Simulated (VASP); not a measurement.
# GaN (Pm-3m) in VASP: notebook

Runs on GaN. Level: PBE. Tasks: single point.

Everything below comes from runs of VASP 6.6.1. Logs are shortened: lines on timing, memory, paths and dates and some standing lists are left out, and cuts for length are marked.

### Step 1. The cell of the first run

Symmetry: Pm-3m, No. 221, cubic system. Conventional cell: a = 2.769 Å, b = 2.769 Å, c = 2.769 Å, α = 90.00°, β = 90.00°, γ = 90.00°. Ga (site symmetry m-3m) has 8 N at 2.40 Å and 6 Ga at 2.77 Å within 3.2 Å. N (site symmetry m-3m) has 8 Ga at 2.40 Å and 6 N at 2.77 Å within 3.2 Å.

### Step 2. Single point, PBE

The input, INCAR:

```
  PREC = Accurate
  ENCUT = 520
  EDIFF = 1E-6
  ISMEAR = 0
  SIGMA = 0.05
  LREAL = False
  LASPH = True
  NELM = 80
  ALGO = Normal
  ISIF = 2
  LWAVE = False
  LCHARG = True
  GGA = PE
  LELF = True
  LVHAR = True
  NBANDS = 16
```

The input, KPOINTS:

```
regular mesh
0
Gamma
  6 6 6
```

The input, POSCAR:

```
GaN
1.0
    2.7688400358      0.0000000000      0.0000000000
    0.0000000000      2.7688400358      0.0000000000
    0.0000000000      0.0000000000      2.7688400358
Ga N
1 1
Direct
    0.0000000000      0.0000000000      0.0000000000
    0.5000000000      0.5000000000      0.5000000000
```

Potentials or basis: VASP PAW PBE potentials, release 64 (Ga_d, N).

The run is started by

```bash
cat potpaw_PBE.64/Ga_d/POTCAR potpaw_PBE.64/N/POTCAR > POTCAR
mpirun -np 1 vasp_std > vasp.out
```

OUTCAR:

```text
PREC = Accurate
   ENCUT = 520
   EDIFF = 1E-6
   ISMEAR = 0
   LREAL = False
   LASPH = True
   NELM = 80
   ISIF = 2
   GGA = PE

 ion  position               nearest neighbor table
   1  0.000  0.000  0.000-
   2  0.500  0.500  0.500-

  LATTYP: Found a simple cubic cell.
 ALAT       =     2.7688400358

  Lattice vectors:

 A1 = (   2.7688400358,   0.0000000000,   0.0000000000)
 A2 = (   0.0000000000,   2.7688400358,   0.0000000000)
 A3 = (   0.0000000000,   0.0000000000,   2.7688400358)

Analysis of symmetry for initial positions (statically):
=====================================================================
 Subroutine PRICEL returns:
 Original cell was already a primitive cell.

 Routine SETGRP: Setting up the symmetry group for a
 simple cubic supercell.

 Subroutine GETGRP returns: Found 48 space group operations
 (whereof 48 operations were pure point group operations)
 out of a pool of 48 trial point group operations.

The static configuration has the point symmetry O_h .

Analysis of symmetry for dynamics (positions and initial velocities):
=====================================================================
 Subroutine PRICEL returns:
 Original cell was already a primitive cell.

 Routine SETGRP: Setting up the symmetry group for a
 simple cubic supercell.

 Subroutine GETGRP returns: Found 48 space group operations
 (whereof 48 operations were pure point group operations)
 out of a pool of 48 trial point group operations.

The dynamic configuration has the point symmetry O_h .

 Subroutine INISYM returns: Found 48 space group operations
 (whereof 48 operations are pure point group operations),
 and found     1 'primitive' translations

----------------------------------------------------------------------------------------

                                     Primitive cell

  volume of cell :      21.2272

  direct lattice vectors                    reciprocal lattice vectors
     2.768840036  0.000000000  0.000000000     0.361162070  0.000000000  0.000000000
     0.000000000  2.768840036  0.000000000     0.000000000  0.361162070  0.000000000
     0.000000000  0.000000000  2.768840036     0.000000000  0.000000000  0.361162070

  length of vectors
     2.768840036  2.768840036  2.768840036     0.361162070  0.361162070  0.361162070

  position of ions in fractional coordinates (direct lattice)
     0.000000000  0.000000000  0.000000000
     0.500000000  0.500000000  0.500000000

  ion indices of the primitive-cell ions
   primitive index   ion index
                 1           1
                 2           2

----------------------------------------------------------------------------------------

 KPOINTS: regular mesh

Automatic generation of k-mesh.
 Grid dimensions read from file:
 generate k-points for:    6    6    6

 Generating k-lattice:

  Cartesian coordinates                     Fractional coordinates (reciprocal lattice)
     0.060193678  0.000000000  0.000000000     0.166666667  0.000000000  0.000000000
     0.000000000  0.060193678  0.000000000     0.000000000  0.166666667  0.000000000
     0.000000000  0.000000000  0.060193678     0.000000000  0.000000000  0.166666667

  Length of vectors
     0.060193678  0.060193678  0.060193678

  Shift w.r.t. Gamma in fractional coordinates (k-lattice)
     0.000000000  0.000000000  0.000000000

 Subroutine IBZKPT returns following result:
 ===========================================

 Found     20 irreducible k-points:

 Following reciprocal coordinates:
            Coordinates               Weight
  0.000000  0.000000  0.000000      1.000000
  0.166667  0.000000  0.000000      6.000000
  0.333333  0.000000  0.000000      6.000000
  0.500000  0.000000  0.000000      3.000000
  0.166667  0.166667  0.000000     12.000000
  0.333333  0.166667  0.000000     24.000000
[... 12 lines left out ...]
  0.500000  0.500000  0.333333      6.000000
  0.500000  0.500000  0.500000      1.000000
   k-points           NKPTS =     20   k-points in BZ     NKDIM =     20   number of bands    NBANDS=     16
   number of dos      NEDOS =    301   number of ions     NIONS =      2
   total plane-waves  NPLWV =  13824
   dimension x,y,z NGX =    24 NGY =   24 NGZ =   24
   dimension x,y,z NGXF=    48 NGYF=   48 NGZF=   48
   ions per type =               1   1
   NGX,Y,Z   is equivalent  to a cutoff of  14.41, 14.41, 14.41 a.u.
   NGXF,Y,Z  is equivalent  to a cutoff of  28.82, 28.82, 28.82 a.u.
 SYSTEM =  unknown system
   PREC   = accura    normal or accurate (medium, high low for compatibility)
   ISTART =      0    job   : 0-new  1-cont  2-samecut
   ICHARG =      2    charge: 1-file 2-atom 10-const
   ISPIN  =      1    spin polarized calculation?
   LNONCOLLINEAR =      F non collinear calculations
   LSORBIT =      F    spin-orbit coupling
   LASPH  =      T    aspherical Exc in radial PAW
   ENCUT  =  520.0 eV  38.22 Ry    6.18 a.u.   5.15  5.15  5.15*2*pi/ulx,y,z
   NELM   =     80;   NELMIN=  2; NELMDL= -5     # of ELM steps
   EDIFF  = 0.1E-05   stopping-criterion for ELM
   LREAL  =      F    real-space projection
   EDIFFG = 0.1E-04   stopping-criterion for IOM
   NSW    =      0    number of steps for IOM
   IBRION =     -1    ionic relax: 0-MD 1-quasi-New 2-CG
   NFREE  =      0    steps in history (QN), initial steepest desc. (CG)
   ISIF   =      2    stress and relaxation
   ISYM   =      2    0-nonsym 1-usesym 2-fastsym
   POTIM  = 0.5000    time-step for ionic-motion
   TEBEG  =    0.0;   TEEND  =   0.0 temperature during run
   PSTRESS=    0.0 pullay stress
   NELECT =      18.0000    total number of electrons
   NUPDOWN=      -1.0000    fix difference up-down
   EMIN   =  10.00;   EMAX   =-10.00  energy-range for DOS
   EFERMI =   0.00;   METHOD = LEGACY
   ISMEAR =     0;   SIGMA  =   0.05  broadening in eV -4-tet -1-fermi 0-gaus
   EFERMI_NEDOS =   21; number of points for ismear=-14 and -15
   IALGO  =     38    algorithm
   IMIX   =      4    mixing-type and parameters
     AMIX     =   0.40;   BMIX     =  1.00
     AMIX_MAG =   1.60;   BMIX_MAG =  1.00
  volume/ion in A,a.u.               =      10.61        71.62
  Fermi-wavevector in a.u.,A,eV,Ry     =   1.549534  2.928195 32.668348  2.401056
  Thomas-Fermi vector in A             =   2.654327
   LORBIT       =      0    0 simple, 1 ext, 2 COOP (PROOUT), +10 PAW based schemes
   GGA     = PE    functional components
   LHFCALC =     F    Hartree Fock is set to
   AEXX    =    0.0000 exact exchange contribution
   IVDW    =     0    specifies the selected vdW correction
   LEPSILON=     F    determine dielectric tensor
   LRPA    =     F    only Hartree local field effects (RPA)
 non-spin polarized calculation
 Gauss-broadening in eV      SIGMA  =   0.05
  energy-cutoff  :      520.00
  volume of cell :       21.23
 maximum number of plane-waves:       587
 NGX is ok and might be reduce to    24
   NGX = 11   NGY = 11   NGZ = 11

 number of electron      17.9999997 magnetization

 Free energy of the ion-electron system (eV)
  ---------------------------------------------------
  ext. energy  EPLUGINS =         0.00000000
  ---------------------------------------------------
  free energy    TOTEN  =        -8.90223795 eV

  energy without entropy =       -8.89792094  energy(sigma->0) =       -8.90007945

 E-fermi :   7.3070     XC(G=0): -12.5822

 val. band max:        7.2767317588   @ k =   0.5000   0.0000   0.0000
 cond. band min:       7.3097624032   @ k =   0.5000   0.3333   0.1667
 fundamental gap:      0.0330306444
 Fermi energy:         7.3069719203

 k-point     1 :       0.0000    0.0000    0.0000
  band No.  band energies     occupation
      1      -9.4907      2.00000
      2      -7.9402      2.00000
      3      -7.9402      2.00000
      4      -7.4754      2.00000
      5      -7.4754      2.00000
      6      -7.4754      2.00000
[... 8 lines left out ...]
     15      20.4387      0.00000
     16      34.0368      0.00000

 k-point     2 :       0.1667    0.0000    0.0000
  band No.  band energies     occupation
      1      -9.0911      2.00000
      2      -7.9302      2.00000
      3      -7.8652      2.00000
      4      -7.5162      2.00000
      5      -7.5162      2.00000
      6      -7.4721      2.00000
[... 8 lines left out ...]
     15      22.3544      0.00000
     16      29.5238      0.00000

 k-point     3 :       0.3333    0.0000    0.0000
  band No.  band energies     occupation
      1      -8.0819      2.00000
      2      -7.9102      2.00000
      3      -7.6839      2.00000
      4      -7.5961      2.00000
      5      -7.5961      2.00000
      6      -7.4654      2.00000
[... 8 lines left out ...]
     15      24.9597      0.00000
     16      26.9796      0.00000

 k-point     4 :       0.5000    0.0000    0.0000
  band No.  band energies     occupation
      1      -7.9001      2.00000
      2      -7.6981      2.00000
      3      -7.6354      2.00000
      4      -7.6354      2.00000
      5      -7.4620      2.00000
      6      -7.2201      2.00000
[... 8 lines left out ...]
     15      21.6961      0.00000
     16      30.6207      0.00000
[... 248 lines left out ...]
 k-point    18 :       0.5000    0.3333    0.3333
  band No.  band energies     occupation
      1      -8.0458      2.00000
      2      -7.8139      2.00000
      3      -7.7519      2.00000
      4      -7.5025      2.00000
      5      -7.4096      2.00000
      6      -4.8490      2.00000
[... 8 lines left out ...]
     15      25.1122      0.00000
     16      25.9852      0.00000

 k-point    19 :       0.5000    0.5000    0.3333
  band No.  band energies     occupation
      1      -8.0188      2.00000
      2      -7.8099      2.00000
      3      -7.8099      2.00000
      4      -7.4546      2.00000
      5      -7.3509      2.00000
      6      -4.6161      2.00000
[... 8 lines left out ...]
     15      25.9772      0.00000
     16      25.9772      0.00000

 k-point    20 :       0.5000    0.5000    0.5000
  band No.  band energies     occupation
      1      -7.8778      2.00000
      2      -7.8778      2.00000
      3      -7.8778      2.00000
      4      -7.3489      2.00000
      5      -7.3489      2.00000
      6      -4.5540      2.00000
[... 8 lines left out ...]
     15      26.1266      0.00000
     16      26.1266      0.00000

------------------------ aborting loop because EDIFF is reached ----------------------------------------

  FORCE on cell =-STRESS in cart. coord.  units (eV):
  Direction    XX          YY          ZZ          XY          YZ          ZX
  --------------------------------------------------------------------------------------
  -------------------------------------------------------------------------------------
  Total       -0.4582581     -0.4582581     -0.4582581     -0.0000000      0.0000000     -0.0000000
  in kB      -34.5881325    -34.5881325    -34.5881325     -0.0000000      0.0000000     -0.0000000
  external PRESSURE =     -34.5881325 kB  Pullay stress =       0.0000000 kB

 VOLUME and BASIS-vectors are now :
 -----------------------------------------------------------------------------
  energy-cutoff  :      520.00
  volume of cell :       21.23
      direct lattice vectors                 reciprocal lattice vectors
     2.768840036  0.000000000  0.000000000     0.361162070  0.000000000  0.000000000
     0.000000000  2.768840036  0.000000000     0.000000000  0.361162070  0.000000000
     0.000000000  0.000000000  2.768840036     0.000000000  0.000000000  0.361162070

 POSITION                                       TOTAL-FORCE (eV/Angst)
 -----------------------------------------------------------------------------------
      0.00000      0.00000      0.00000         0.000000      0.000000      0.000000
      1.38442      1.38442      1.38442         0.000000      0.000000      0.000000
 -----------------------------------------------------------------------------------
    total drift:                                0.000000      0.000000     -0.000000

  FREE ENERGIE OF THE ION-ELECTRON SYSTEM (eV)
  ---------------------------------------------------
  free  energy   TOTEN  =        -8.9022379548 eV

  energy  without entropy=       -8.8979209397  energy(sigma->0) =       -8.90007945
```

It took 4 s on 1 thread of Intel Xeon 6975P-C (Granite Rapids), shared host; peak memory 0.14 GiB.

What came out:

- Free energy: -8.9022 eV
- Pressure: -3.5 GPa
- Band gap on the k mesh: zero (band 9 reaches 7.38 eV, above the bottom of band 10 at 5.99 eV)

Caveat: the k points lie up to 0.38 Å⁻¹ apart.

(Continued in part 2 of 3.)
